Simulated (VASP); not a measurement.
# TaGe3W2 (P-4m2) in VASP: further runs, part 2 of 3

VASP 6.6.1. The steps go on from the part before.

### 3 Relaxation of cell and atoms, PBE

This run uses another cell than the first one, of 15.69 Å³/atom.

Input file INCAR:

```
PREC = Accurate
ENCUT = 600
EDIFF = 1E-6
ISMEAR = 0
SIGMA = 0.1
LREAL = F
LASPH = T
NELM = 100
ALGO = Normal
ISIF = 3
LWAVE = F
LCHARG = F
GGA = PE
IBRION = 2
NSW = 90
EDIFFG = -0.04
```

Input file KPOINTS:

```
regular mesh
0
Gamma
  4 4 4
```

Input file POSCAR:

```
TaGe3W2
1.0
    3.8394036700      0.0000000000      0.0000000000
    0.0000000000      3.8394036700      0.0000000000
    0.0000000000      0.0000000000      6.3866022600
Ta Ge W
1 3 2
Direct
    0.5000000000      0.5000000000      0.0000000000
    0.0000000000      0.0000000000      0.0000000000
    0.5000000000      0.0000000000      0.6756250300
    0.0000000000      0.5000000000      0.3243749700
    0.5000000000      0.0000000000      0.2671410100
    0.0000000000      0.5000000000      0.7328589900
```

Potentials or basis: VASP PAW PBE potentials, release 64 (Ta_pv, Ge_d, W_sv).

Launch:

```console
$ cat potpaw_PBE.64/Ta_pv/POTCAR potpaw_PBE.64/Ge_d/POTCAR potpaw_PBE.64/W_sv/POTCAR > POTCAR
$ mpirun -np 1 vasp_std > vasp.out
```

OUTCAR:

```text
PREC = Accurate
   ENCUT = 600
   EDIFF = 1E-6
   ISMEAR = 0
   LREAL = F
   LASPH = T
   NELM = 100
   ISIF = 3
   GGA = PE
   IBRION = 2
   NSW = 90
   EDIFFG = -0.04

 ion  position               nearest neighbor table
   1  0.500  0.500  0.000-   5 2.57   6 2.57   5 2.57   6 2.57   2 2.71   2 2.71   2 2.71   2 2.71
                             3 2.82   4 2.82   3 2.82   4 2.82
   2  0.000  0.000  0.000-   5 2.57   6 2.57   6 2.57   5 2.57   1 2.71   1 2.71   1 2.71   1 2.71
                             3 2.82   3 2.82   4 2.82   4 2.82
   3  0.500  0.000  0.676-   5 2.61   6 2.74   6 2.74   6 2.74   6 2.74   1 2.82   2 2.82   2 2.82
                             1 2.82
   4  0.000  0.500  0.324-   6 2.61   5 2.74   5 2.74   5 2.74   5 2.74   1 2.82   1 2.82   2 2.82
                             2 2.82
   5  0.500  0.000  0.267-   1 2.57   2 2.57   1 2.57   2 2.57   3 2.61   4 2.74   4 2.74   4 2.74
                             4 2.74
   6  0.000  0.500  0.733-   1 2.57   2 2.57   2 2.57   1 2.57   4 2.61   3 2.74   3 2.74   3 2.74
                             3 2.74

  LATTYP: Found a simple tetragonal cell.
 ALAT       =     3.8394036700
 C/A-ratio  =     1.6634359940

  Lattice vectors:

 A1 = (   3.8394036700,   0.0000000000,   0.0000000000)
 A2 = (   0.0000000000,   3.8394036700,   0.0000000000)
 A3 = (   0.0000000000,   0.0000000000,   6.3866022600)

Analysis of symmetry for initial positions (statically):
=====================================================================
 Subroutine PRICEL returns:
 Original cell was already a primitive cell.

 Routine SETGRP: Setting up the symmetry group for a
 simple tetragonal supercell.

 Subroutine GETGRP returns: Found  8 space group operations
 (whereof  8 operations were pure point group operations)
 out of a pool of 16 trial point group operations.

The static configuration has the point symmetry D_2d.

Analysis of symmetry for dynamics (positions and initial velocities):
=====================================================================
 Subroutine PRICEL returns:
 Original cell was already a primitive cell.

 Routine SETGRP: Setting up the symmetry group for a
 simple tetragonal supercell.

 Subroutine GETGRP returns: Found  8 space group operations
 (whereof  8 operations were pure point group operations)
 out of a pool of 16 trial point group operations.

The dynamic configuration has the point symmetry D_2d.

 Subroutine INISYM returns: Found  8 space group operations
 (whereof  8 operations are pure point group operations),
 and found     1 'primitive' translations

----------------------------------------------------------------------------------------

                                     Primitive cell

  volume of cell :      94.1450

  direct lattice vectors                    reciprocal lattice vectors
     3.839403670  0.000000000  0.000000000     0.260457114  0.000000000  0.000000000
     0.000000000  3.839403670  0.000000000     0.000000000  0.260457114  0.000000000
     0.000000000  0.000000000  6.386602260     0.000000000  0.000000000  0.156577779

  length of vectors
     3.839403670  3.839403670  6.386602260     0.260457114  0.260457114  0.156577779

  position of ions in fractional coordinates (direct lattice)
     0.500000000  0.500000000  0.000000000
     0.000000000  0.000000000  0.000000000
     0.500000000  0.000000000  0.675625030
     0.000000000  0.500000000  0.324374970
     0.500000000  0.000000000  0.267141010
     0.000000000  0.500000000  0.732858990

  ion indices of the primitive-cell ions
[... 53 lines left out ...]
  0.500000  0.500000  0.500000      1.000000
   k-points           NKPTS =     18   k-points in BZ     NKDIM =     18   number of bands    NBANDS=     48
   number of dos      NEDOS =    301   number of ions     NIONS =      6
   total plane-waves  NPLWV =  55296
   dimension x,y,z NGX =    32 NGY =   32 NGZ =   54
   dimension x,y,z NGXF=    64 NGYF=   64 NGZF=  108
   ions per type =               1   3   2
   NGX,Y,Z   is equivalent  to a cutoff of  13.86, 13.86, 14.06 a.u.
   NGXF,Y,Z  is equivalent  to a cutoff of  27.71, 27.71, 28.11 a.u.
 SYSTEM =  unknown system
   PREC   = accura    normal or accurate (medium, high low for compatibility)
   ISTART =      0    job   : 0-new  1-cont  2-samecut
   ICHARG =      2    charge: 1-file 2-atom 10-const
   ISPIN  =      1    spin polarized calculation?
   LNONCOLLINEAR =      F non collinear calculations
   LSORBIT =      F    spin-orbit coupling
   LASPH  =      T    aspherical Exc in radial PAW
   ENCUT  =  600.0 eV  44.10 Ry    6.64 a.u.   7.67  7.67 12.76*2*pi/ulx,y,z
   NELM   =    100;   NELMIN=  2; NELMDL= -5     # of ELM steps
   EDIFF  = 0.1E-05   stopping-criterion for ELM
   LREAL  =      F    real-space projection
   EDIFFG = -.4E-01   stopping-criterion for IOM
   NSW    =     90    number of steps for IOM
   IBRION =      2    ionic relax: 0-MD 1-quasi-New 2-CG
   NFREE  =      1    steps in history (QN), initial steepest desc. (CG)
   ISIF   =      3    stress and relaxation
   ISYM   =      2    0-nonsym 1-usesym 2-fastsym
   POTIM  = 0.5000    time-step for ionic-motion
   TEBEG  =    0.0;   TEEND  =   0.0 temperature during run
   PSTRESS=    0.0 pullay stress
   NELECT =      81.0000    total number of electrons
   NUPDOWN=      -1.0000    fix difference up-down
   EMIN   =  10.00;   EMAX   =-10.00  energy-range for DOS
   EFERMI =   0.00;   METHOD = LEGACY
   ISMEAR =     0;   SIGMA  =   0.10  broadening in eV -4-tet -1-fermi 0-gaus
   EFERMI_NEDOS =   21; number of points for ismear=-14 and -15
   IALGO  =     38    algorithm
   IMIX   =      4    mixing-type and parameters
     AMIX     =   0.40;   BMIX     =  1.00
     AMIX_MAG =   1.60;   BMIX_MAG =  1.00
  volume/ion in A,a.u.               =      15.69       105.89
  Fermi-wavevector in a.u.,A,eV,Ry     =   1.557055  2.942408 32.986252  2.424421
  Thomas-Fermi vector in A             =   2.660761
   LORBIT       =      0    0 simple, 1 ext, 2 COOP (PROOUT), +10 PAW based schemes
   GGA     = PE    functional components
   LHFCALC =     F    Hartree Fock is set to
   AEXX    =    0.0000 exact exchange contribution
   IVDW    =     0    specifies the selected vdW correction
   LEPSILON=     F    determine dielectric tensor
   LRPA    =     F    only Hartree local field effects (RPA)
 conjugate gradient relaxation of ions
 non-spin polarized calculation
 Gauss-broadening in eV      SIGMA  =   0.10
  energy-cutoff  :      600.00
  volume of cell :       94.15
 maximum number of plane-waves:      3168
 NGX is ok and might be reduce to    32
   NGX = 15   NGY = 15   NGZ = 25

--------------------------------------- Ionic step        1  -------------------------------------------

 number of electron      80.9999974 magnetization

 Free energy of the ion-electron system (eV)
  ---------------------------------------------------
  ext. energy  EPLUGINS =         0.00000000
  ---------------------------------------------------
  free energy    TOTEN  =       -47.80478685 eV

  energy without entropy =      -47.77811688  energy(sigma->0) =      -47.79145186

------------------------ aborting loop because EDIFF is reached ----------------------------------------

  FORCE on cell =-STRESS in cart. coord.  units (eV):
  Direction    XX          YY          ZZ          XY          YZ          ZX
  --------------------------------------------------------------------------------------
  -------------------------------------------------------------------------------------
  Total       11.6134780     11.6134780     21.0668039      0.0000000      0.0000000      0.0000000
  in kB      197.6402804    197.6402804    358.5186996      0.0000000      0.0000000      0.0000000
  external PRESSURE =     251.2664202 kB  Pullay stress =       0.0000000 kB
[... 101 lines left out ...]
  FREE ENERGIE OF THE ION-ELECTRON SYSTEM (eV)
  ---------------------------------------------------
  free  energy   TOTEN  =       -48.8988805938 eV

  energy  without entropy=      -48.8766889200  energy(sigma->0) =      -48.88778476

[... ionic steps 4 to 24 ...]

--------------------------------------- Ionic step       25  -------------------------------------------

 number of electron      81.0000034 magnetization

------------------------ aborting loop because EDIFF is reached ----------------------------------------
[... 75 lines left out ...]
--------------------------------------- Ionic step       27  -------------------------------------------

 number of electron      81.0000033 magnetization

 Free energy of the ion-electron system (eV)
  ---------------------------------------------------
  ext. energy  EPLUGINS =         0.00000000
  ---------------------------------------------------
  free energy    TOTEN  =       -49.30942927 eV

  energy without entropy =      -49.29568772  energy(sigma->0) =      -49.30255850

 E-fermi :   8.1895     XC(G=0): -12.3018

 val. band max:        8.1446065792   @ k =   0.2500   0.2500   0.5000
 cond. band min:       8.2161214586   @ k =   0.0000   0.0000   0.5000
 fundamental gap:      0.0715148794
 Fermi energy:         8.1895135823

 k-point     1 :       0.0000    0.0000    0.0000
  band No.  band energies     occupation
      1     -65.9274      2.00000
      2     -65.9273      2.00000
      3     -30.2577      2.00000
      4     -30.2577      2.00000
      5     -30.1490      2.00000
      6     -30.1290      2.00000
[... 940 lines left out ...]
  FREE ENERGIE OF THE ION-ELECTRON SYSTEM (eV)
  ---------------------------------------------------
  free  energy   TOTEN  =       -49.3094292737 eV

  energy  without entropy=      -49.2956877218  energy(sigma->0) =      -49.30255850

 reached required accuracy - stopping structural energy minimisation
```

It took 20 min on 1 thread of Intel Xeon Platinum 8488C (Sapphire Rapids), shared host; peak memory 0.29 GiB.

What came out:

```
Free energy                           : -49.3094 eV
Relaxed volume                        : 17.37 Å³/atom
Relaxed cell                          : a = 3.715 Å, b = 3.715 Å, c = 7.554 Å, α = 90.00°, β = 90.00°, γ = 90.00°
Space group after relaxing (to 0.1 Å) : P-4m2 (No. 115)
Energy gained by relaxing             : 250.8 meV/atom
Ionic steps                           : 27
Pressure after relaxing               : 0.0 GPa
Largest force after relaxing          : 0.028 eV/Å
Band gap on the k mesh                : zero (an odd number of electrons rules out a gap without spin polarisation)
```

Forces on the atoms (eV/Å):
```
Ta   0.000  0.000  0.000
Ge   0.000  0.000  0.000
Ge   0.000  0.000  0.012
Ge   0.000  0.000 -0.012
W    0.000  0.000 -0.028
W    0.000  0.000  0.028
```

Step by step:
| step | energy change (eV) | largest force (eV/Å) | pressure (GPa) | volume (Å³) |
| --- | --- | --- | --- | --- |
| 1 | 0.0000 | 3.5638 | 25.13 | 94.15 |
| 2 | 1.7265 | 1.8060 | -24.53 | 131.61 |
| 3 | -1.0941 | 0.3392 | -3.85 | 106.40 |
| 4 | -1.1036 | 0.3525 | -2.24 | 105.43 |
| 5 | -1.1041 | 0.3563 | -1.78 | 105.18 |
| 6 | -1.2356 | 0.4172 | -0.44 | 103.52 |
| 7 | -1.2567 | 0.4740 | 0.64 | 102.60 |
| 8 | -1.2568 | 0.4804 | 0.72 | 102.51 |
| 9 | -1.2817 | 0.3785 | -0.52 | 103.32 |
| 10 | -1.3043 | 0.5700 | -2.46 | 104.69 |
| 11 | -1.3071 | 0.6620 | -3.28 | 105.31 |
| 12 | -1.3141 | 0.6615 | -3.14 | 105.27 |
| 13 | -1.3341 | 0.6546 | -2.78 | 105.14 |
| 14 | -1.3694 | 0.6271 | -2.08 | 104.89 |
| 15 | -1.4323 | 0.5582 | -0.64 | 104.35 |
| 16 | -1.4491 | 0.6078 | 2.39 | 103.20 |
| 17 | -1.4694 | 0.2909 | 0.71 | 103.82 |
| 18 | -1.4718 | 0.3503 | 1.24 | 103.62 |
| 19 | -1.4871 | 0.3557 | 0.58 | 104.09 |
| 20 | -1.4871 | 0.3545 | 0.60 | 104.09 |
| 21 | -1.4971 | 0.2395 | -0.04 | 104.37 |
| 22 | -1.5020 | 0.1080 | -0.75 | 104.69 |
| 23 | -1.5021 | 0.1140 | -0.80 | 104.75 |
| 24 | -1.5045 | 0.0442 | 0.05 | 104.21 |
| 25 | -1.5046 | 0.0408 | 0.12 | 104.18 |
| 26 | -1.5046 | 0.0427 | 0.04 | 104.19 |
| 27 | -1.5046 | 0.0281 | 0.00 | 104.23 |

Final structure:
```yaml
crystal:
  lattice:
    - [3.71476, 0.00000, 0.00000]
    - [0.00000, 3.71476, 0.00000]
    - [0.00000, 0.00000, 7.55351]
  atoms:
    - { symbol: Ta, position: [0.50000, 0.50000, 0.00000] }
    - { symbol: Ge, position: [0.00000, 0.00000, 0.00000] }
    - { symbol: Ge, position: [0.50000, 0.00000, 0.62298] }
    - { symbol: Ge, position: [0.00000, 0.50000, 0.37702] }
    - { symbol: W, position: [0.50000, 0.00000, 0.26498] }
    - { symbol: W, position: [0.00000, 0.50000, 0.73502] }
```

Levels at points of the mesh, in eV from the Fermi level:
```csv
k point,band 38,band 39,band 40,band 41,band 42,band 43
"(0.00, 0.00, 0.00)",-1.39,-0.84,-0.54,-0.54,0.12,1.49
"(0.50, 0.00, 0.00)",-1.04,-0.94,-0.41,0.46,0.51,1.00
"(0.50, 0.50, 0.00)",-1.51,-1.41,-0.31,0.33,0.33,1.12
"(0.00, 0.00, 0.50)",-0.79,-0.60,-0.60,-0.42,0.03,0.49
"(0.50, 0.00, 0.50)",-1.73,-1.56,-1.07,0.43,0.43,0.46
"(0.50, 0.50, 0.50)",-1.46,-1.41,-0.30,-0.11,-0.11,1.12
```

Caveat: the k points lie up to 0.42 Å⁻¹ apart in the final cell, too coarse for converged energies and pressures of a metal; a cell axis changed by over 15 % at a fixed basis, so the end point is rough; spin-orbit coupling is left out, which moves the levels of the heavy elements; an odd number of electrons without spin polarisation forces a metal; a magnetic or distorted state may lie lower.

### 4 Relaxation of cell and atoms, PBE

Input file INCAR:

```
  ALGO = Normal
  EDIFF = 1E-6
  EDIFFG = -0.04
  ENCUT = 600
  GGA = PE
  IBRION = 2
  ISIF = 3
  ISMEAR = 0
  LASPH = True
  LCHARG = False
  LREAL = False
  LWAVE = False
  NELM = 80
  NSW = 90
  PREC = Accurate
  SIGMA = 0.1
```

Input file KPOINTS:

```
k-points
0
Gamma
  6 6 2
```

Input file POSCAR:

```
TaGe3W2
1.0
    3.7142205409      0.0000000000      0.0000000000
    0.0000000000      3.7142205409      0.0000000000
    0.0000000000      0.0000000000      7.5638515611
Ta Ge W
1 3 2
Direct
    0.5000000000      0.5000000000      0.0000000000
    0.0000000000      0.0000000000      0.0000000000
    0.5000000000      0.0000000000      0.6227093266
    0.0000000000      0.5000000000      0.3772906734
    0.5000000000      0.0000000000      0.2644552429
    0.0000000000      0.5000000000      0.7355447571
```

Launch:

```console
$ cat potpaw_PBE.64/Ta_pv/POTCAR potpaw_PBE.64/Ge_d/POTCAR potpaw_PBE.64/W_sv/POTCAR > POTCAR
$ mpirun -np 1 vasp_std > vasp.out
```

It took 7.5 min on 1 thread of Intel Xeon Platinum 8488C (Sapphire Rapids), shared host; peak memory 0.3 GiB.

Results (log left out):

* Free energy: -49.2905 eV
* Relaxed volume: 17.38 Å³/atom
* Relaxed cell: a = 3.702 Å, b = 3.702 Å, c = 7.606 Å, α = 90.00°, β = 90.00°, γ = 90.00°
* Space group after relaxing (to 0.1 Å): P-4m2 (No. 115)
* Energy gained by relaxing: 0.4 meV/atom
* Ionic steps: 8
* Pressure after relaxing: 0.0 GPa
* Largest force after relaxing: 0.034 eV/Å
* Band gap on the k mesh: zero (an odd number of electrons rules out a gap without spin polarisation)

Forces on the atoms (eV/Å):
```
Ta   0.000  0.000  0.000
Ge   0.000  0.000  0.000
Ge   0.000  0.000 -0.012
Ge   0.000  0.000  0.012
W    0.000  0.000 -0.034
W    0.000  0.000  0.034
```

Stress tensor (GPa, compression positive):
```
 0.04  0.00  0.00
 0.00  0.04  0.00
 0.00  0.00 -0.06
```

Step by step:
| step | energy change (eV) | largest force (eV/Å) | pressure (GPa) | volume (Å³) |
| --- | --- | --- | --- | --- |
| 1 | 0.0000 | 0.0811 | 0.09 | 104.35 |
| 2 | -0.0006 | 0.0688 | -0.21 | 104.49 |
| 3 | -0.0008 | 0.0579 | -0.46 | 104.61 |
| 4 | -0.0011 | 0.0520 | -0.45 | 104.56 |
| 5 | -0.0019 | 0.0439 | -0.19 | 104.41 |
| 6 | -0.0019 | 0.0404 | 0.28 | 104.10 |
| 7 | -0.0022 | 0.0415 | 0.07 | 104.25 |
| 8 | -0.0022 | 0.0343 | 0.01 | 104.27 |

Final structure:
```
Ta Ge W
1.0
     3.70246    0.00000    0.00000
     0.00000    3.70246    0.00000
     0.00000    0.00000    7.60625
Ta Ge W
1 3 2
Direct
  0.50000 0.50000 0.00000
  0.00000 0.00000 0.00000
  0.50000 0.00000 0.62011
  0.00000 0.50000 0.37989
  0.50000 0.00000 0.26444
  0.00000 0.50000 0.73556
```

Levels at points of the mesh, in eV from the Fermi level:
| k point | band 36 | band 37 | band 38 | band 39 | band 40 | band 41 | band 42 | band 43 | band 44 | band 45 |
| --- | --- | --- | --- | --- | --- | --- | --- | --- | --- | --- |
| (0.00, 0.00, 0.00) | -1.72 | -1.72 | -1.28 | -0.65 | -0.36 | -0.36 | 0.30 | 1.67 | 1.67 | 1.68 |
| (0.50, 0.00, 0.00) | -2.59 | -1.93 | -0.91 | -0.88 | -0.30 | 0.64 | 0.72 | 1.12 | 1.93 | 2.01 |
| (0.50, 0.50, 0.00) | -2.98 | -2.70 | -1.39 | -1.31 | -0.11 | 0.48 | 0.48 | 1.31 | 1.31 | 1.64 |
| (0.00, 0.00, 0.50) | -1.65 | -1.65 | -0.61 | -0.42 | -0.42 | -0.32 | 0.21 | 0.54 | 0.60 | 1.66 |
| (0.50, 0.00, 0.50) | -1.83 | -1.67 | -1.56 | -1.40 | -1.00 | 0.56 | 0.63 | 0.63 | 1.87 | 2.30 |
| (0.50, 0.50, 0.50) | -1.78 | -1.78 | -1.34 | -1.30 | -0.11 | -0.03 | -0.03 | 1.33 | 1.33 | 1.66 |

Caveat: the k points lie up to 0.41 Å⁻¹ apart in the final cell, too coarse for converged energies and pressures of a metal; spin-orbit coupling is left out, which moves the levels of the heavy elements; an odd number of electrons without spin polarisation forces a metal; a magnetic or distorted state may lie lower.

[end of part 2 of 3]

The gap in the log of VASP goes by the Fermi energy; the results here count the filled bands.